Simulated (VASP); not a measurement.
# CoPtO2: single point with PBE

The system is CoPtO2.

```xyz
4
Lattice="1.4387 0.8306 5.9907 -1.4387 0.8306 5.9907 0.0000 -1.6612 5.9907" Properties=species:S:1:pos:R:3 pbc="T T T"
Co    0.0000    0.0000    8.9861
Pt    0.0000    0.0000    0.0000
O     0.0000    0.0000   15.9500
O     0.0000    0.0000    2.0221
```

```json
{
 "Program": "VASP 6.6.1",
 "Task": "single point",
 "Functional": "PBE",
 "Potentials or basis": "VASP PAW PBE potentials, release 64 (Co, Pt, O)",
 "Cutoff": "600 eV",
 "k mesh": "14 × 14 × 14",
 "Occupations": "gaussian, width 0.05 eV",
 "Spin": "no spin polarisation"
}
```

The pressure is -4.4 GPa, the largest force is 0.018 eV/Å and the band gap on the k mesh is zero (an odd number of electrons rules out a gap without spin polarisation).

Forces on the atoms (eV/Å):
```
Co   0.000  0.000  0.000
Pt   0.000  0.000  0.000
O    0.000  0.000  0.018
O    0.000  0.000 -0.018
```

Stress tensor (GPa, compression positive):
```
-4.49  0.00  0.00
 0.00 -4.49  0.00
 0.00  0.00 -4.19
```

Levels at points of the mesh, in eV from the Fermi level:
```tsv
k point	band 12	band 13	band 14	band 15	band 16	band 17	band 18	band 19	band 20	band 21
(0.00, 0.00, 0.00)	-1.93	-1.93	-1.64	-1.64	-1.48	1.69	1.69	2.48	5.42	8.59
(0.50, 0.00, 0.00)	-1.50	-1.28	-1.06	-0.18	0.84	1.07	1.17	2.41	6.61	9.74
(0.50, 0.50, 0.00)	-1.79	-1.27	-1.10	-0.18	-0.01	1.57	1.93	2.42	7.23	8.88
(0.50, 0.50, 0.50)	-1.82	-1.82	-0.90	-0.84	-0.84	1.29	1.29	3.73	4.34	8.53
```

Wall time 36 min on 1 thread of Intel Xeon 8259CL, with other jobs on the host, peak memory 0.64 GiB.

Caveat: the cell stands under tension; spin-orbit coupling is left out, which moves the levels of the heavy elements; an odd number of electrons without spin polarisation forces a metal; a magnetic or distorted state may lie lower; the run has no spin polarisation, though such a crystal can be magnetic; semilocal functionals often make such compounds metallic where correlation or magnetic order opens a gap, which also shifts bond lengths. Spin polarisation is off, so any magnetic state and its effect on volume and gap are missing.
